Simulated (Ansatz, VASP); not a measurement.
## Si3N4: VASP beside Ansatz

File POSCAR:

```
Si3N4
1.0
    7.7577773369      0.0000000000      0.0000000000
   -3.8788886685      6.7184322507      0.0000000000
    0.0000000000      0.0000000000      2.8853158166
Si N
6 8
Direct
    0.2292091089      0.8223152881      0.7500000000
    0.4068938208      0.2292091089      0.2500000000
    0.8223152881      0.5931061792      0.2500000000
    0.1776847119      0.4068938208      0.7500000000
    0.5931061792      0.7707908911      0.7500000000
    0.7707908911      0.1776847119      0.2500000000
    0.3333333333      0.6666666667      0.7500000000
    0.6666666667      0.3333333333      0.2500000000
    0.9685238664      0.6692713809      0.7500000000
    0.2992524856      0.9685238664      0.2500000000
    0.6692713809      0.7007475144      0.2500000000
    0.3307286191      0.2992524856      0.7500000000
    0.0314761336      0.3307286191      0.2500000000
    0.7007475144      0.0314761336      0.7500000000
```

File INCAR.step1:

```
  PREC = Accurate
  ENCUT = 520
  ISMEAR = 0
  SIGMA = 0.01
  LREAL = False
  LASPH = True
  NELM = 80
  NBANDS = 45
  GGA = PE
  ALGO = Normal
  EDIFF = 1E-4
  LWAVE = True
  LCHARG = False
```

INCAR.step2

```
  PREC = Accurate
  ENCUT = 520
  EDIFF = 1E-6
  ISMEAR = 0
  SIGMA = 0.01
  LREAL = False
  LASPH = True
  NELM = 80
  ALGO = Normal
  ISIF = 2
  LWAVE = False
  LCHARG = False
  METAGGA = R2SCAN
  LMIXTAU = True
  NBANDS = 45
  ISTART = 1
```

KPOINTS

```
regular mesh
0
Gamma
  6 6 8
```

Input for Ansatz:

```yaml
crystal:
  lattice:
    - [7.7577773369, 0.0, 0.0]
    - [-3.8788886685, 6.7184322507, 0.0]
    - [0.0, 0.0, 2.8853158166]
  atoms:
    - { symbol: Si, position: [0.2292091089, 0.8223152881, 0.75] }
    - { symbol: Si, position: [0.4068938208, 0.2292091089, 0.25] }
    - { symbol: Si, position: [0.8223152881, 0.5931061792, 0.25] }
    - { symbol: Si, position: [0.1776847119, 0.4068938208, 0.75] }
    - { symbol: Si, position: [0.5931061792, 0.7707908911, 0.75] }
    - { symbol: Si, position: [0.7707908911, 0.1776847119, 0.25] }
    - { symbol: "N", position: [0.3333333333, 0.6666666667, 0.75] }
    - { symbol: "N", position: [0.6666666667, 0.3333333333, 0.25] }
    - { symbol: "N", position: [0.9685238664, 0.6692713809, 0.75] }
    - { symbol: "N", position: [0.2992524856, 0.9685238664, 0.25] }
    - { symbol: "N", position: [0.6692713809, 0.7007475144, 0.25] }
    - { symbol: "N", position: [0.3307286191, 0.2992524856, 0.75] }
    - { symbol: "N", position: [0.0314761336, 0.3307286191, 0.25] }
    - { symbol: "N", position: [0.7007475144, 0.0314761336, 0.75] }
kpoints:
  mp_grid: { grid: [6, 6, 8] }
  band_path:
    path:
      - [0.0, 0.0, 0.0]
      - [0.5, 0.0, 0.0]
      - [0.3333333333, 0.3333333333, 0.0]
      - [0.0, 0.0, 0.5]
      - [0.5, 0.0, 0.5]
      - [0.3333333333, 0.3333333333, 0.5]
      - [0.0, 0.0, 0.151042]
      - [0.0, -0.5, 0.427083]
    npoints: 1
hamiltonian:
  xc: r2scan
scf:
  occupations: { method: fixed }
  n_extra_bands: 7
output:
  forces: true
  stress: true
  eigenvalues: true
  write_density: true
  write_potential: true
  elf: true
  volumetric_format: npy
```

Change from the starting cell: epitaxial_xy strain +2.0%.

Alike in both runs: task single point; functional r2SCAN; k mesh 6 × 6 × 8; no spin polarisation.

|  | VASP | Ansatz |
| --- | --- | --- |
| version | VASP 6.6.1 | Ansatz 0.2.0 |
| potentials or method | VASP PAW PBE potentials, release 64 (Si, N) | plane waves, PAW |
| plane-wave cutoff (eV) | 520 | 500 |
| occupations | gaussian, width 0.01 eV | fixed |
| valence electrons in the cell | 64 | 64 |

|  | VASP | Ansatz | Ansatz less VASP |
| --- | --- | --- | --- |
| gap on the k mesh at the Fermi level (eV) | 5.01 | 5.01 | -0.001 |
| pressure (GPa) | -7.7 | -7.5 | +0.16 |
| traceless stress, the component that is largest in VASP (GPa) | 7.53 | 7.50 | -0.033 |

VASP's potentials were made for PBE, not for r2SCAN.
